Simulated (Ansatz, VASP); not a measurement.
## One calculation of ScAl, two programs

```
CELL_PARAMETERS angstrom
1.52672 -0.88145 4.98730
0.00000 1.76291 4.98730
-1.52672 -0.88145 4.98730
ATOMIC_POSITIONS crystal
Al 0.00000 0.00000 0.00000
Sc 0.50000 0.50000 0.50000
```

Alike in both runs: task relaxation of cell and atoms; functional LDA; k mesh 14 × 14 × 14; occupations fermi-dirac, width 0.05 eV; no spin polarisation.

```csv
,VASP,Ansatz
version,VASP 6.6.1,Ansatz 0.2.0
potentials or method,"VASP PAW LDA potentials, release 64 (Al, Sc_sv)","PAW with Ansatz's default frozen-core files, scalar-relativistic"
plane-wave cutoff (eV),600,420
valence electrons in the cell,14,14
```

Ansatz gave:

```
relaxed volume (Å³/atom)                                        : 19.57
relaxed length of the cell vector where the two differ most in proportion (Å) : 4.867
```

Task: Which values does VASP return?

Result: Relaxed volume (Å³/atom): 19.62; relaxed length of the cell vector where the two differ most in proportion (Å): 4.870.

LDA's correlation is that of Perdew and Zunger in VASP and of Perdew and Wang (1992) in Ansatz.
